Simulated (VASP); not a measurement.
Li3Rh, 4 atoms in the cell. It takes space group Fm-3m (No. 225, cubic). The conventional cell has a = 5.963 Å, b = 5.963 Å, c = 5.963 Å, α = 90.00°, β = 90.00°, γ = 90.00°. Li (site symmetry -43m) has 10 Li at 2.58 to 2.98 Å and 4 Rh at 2.58 Å within 3.4 Å. Li (site symmetry m-3m) has 8 Li at 2.58 Å and 6 Rh at 2.98 Å within 3.4 Å. Within 3.4 Å of Rh (site symmetry m-3m) lie 14 Li at 2.58 to 2.98 Å. 

| Item | Value |
| --- | --- |
| Program | VASP 6.6.1 |
| Task | single point |
| Functional | r2SCAN |
| Potentials or basis | VASP PAW PBE potentials, release 64 (Li_sv, Rh_pv) |
| Cutoff | 830 eV |
| k mesh | 7 × 7 × 7 |
| Occupations | methfessel-paxton, width 0.3 eV |
| Spin | no spin polarisation |
| Dipole correction | no |
| Further INCAR settings | ALGO = Normal; EDIFF = 1e-06; NBANDS = 20 |

Potentials or basis: VASP PAW PBE potentials, release 64 (Li_sv, Rh_pv).

Command:

```console
$ cat potpaw_PBE.64/Li_sv/POTCAR potpaw_PBE.64/Rh_pv/POTCAR > POTCAR
$ cp INCAR.step1 INCAR
$ mpirun -np 1 vasp_std > vasp.out
$ cp INCAR.step2 INCAR
$ mpirun -np 1 vasp_std > vasp.out
```

Hardware: 1 thread of AMD EPYC 7R43 64-Core Processor (Zen 3), with other jobs on the host.

**Question.** Estimate the wall time of this run.

**Answer.** Wall time 4.5 min on 1 thread of AMD EPYC 7R43 64-Core Processor (Zen 3), with other jobs on the host, peak memory 0.24 GiB. Counts: k points 20.
